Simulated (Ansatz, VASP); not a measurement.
## Two plane-wave programs on Si3C2

```xyz
10
Lattice="1.4774 -2.5580 -0.0008 -4.4232 -2.5539 0.0466 0.0514 1.7336 -6.6104" Properties=species:S:1:pos:R:3 pbc="T T T"
Si   -2.9105   -3.3865   -0.9381
Si   -1.4378   -0.8305   -0.9610
Si   -2.9220   -1.6867   -3.2706
Si    0.0278   -1.6883   -3.2941
Si   -1.4568   -2.5483   -5.6036
Si    0.0161    0.0077   -5.6264
C    -1.4461   -2.5411   -2.0269
C     0.0268    0.0145   -2.0498
C    -2.9213   -3.3940   -4.5147
C    -1.4482   -0.8383   -4.5377
```

Change from the starting cell: cell x2, atoms moved at random (sigma 0.05 Å) and cell strained at random (1.5 %), then relaxed without symmetry.

Alike in both runs: functional PBE; k mesh 8 × 4 × 8; occupations gaussian, width 0.2 eV; no spin polarisation.

Ansatz relaxed the structure, and its values are those at the end. VASP's run is a single point on that final structure, the one shown.

|  | VASP | Ansatz |
| --- | --- | --- |
| version | VASP 6.6.1 | Ansatz 0.2.0 |
| potentials or method | VASP PAW PBE potentials, release 64 (Si, C), cutoff 520 eV | scalar-relativistic, plane waves, PAW |
| valence electrons in the cell | 40 | 40 |

|  | VASP | Ansatz | Ansatz less VASP |
| --- | --- | --- | --- |
| gap on the k mesh at the Fermi level (eV) | none | none | - |
| pressure (GPa) | 0.1 | 0.1 | -0.07 |
| rms of the force components (eV/Å) | 0.005 | 0.003 | -0.0023 |

A gap of «none» marks a metal or a gap that the smearing closes. The functional is the same, so the differences come from potentials, cutoffs and numerics.
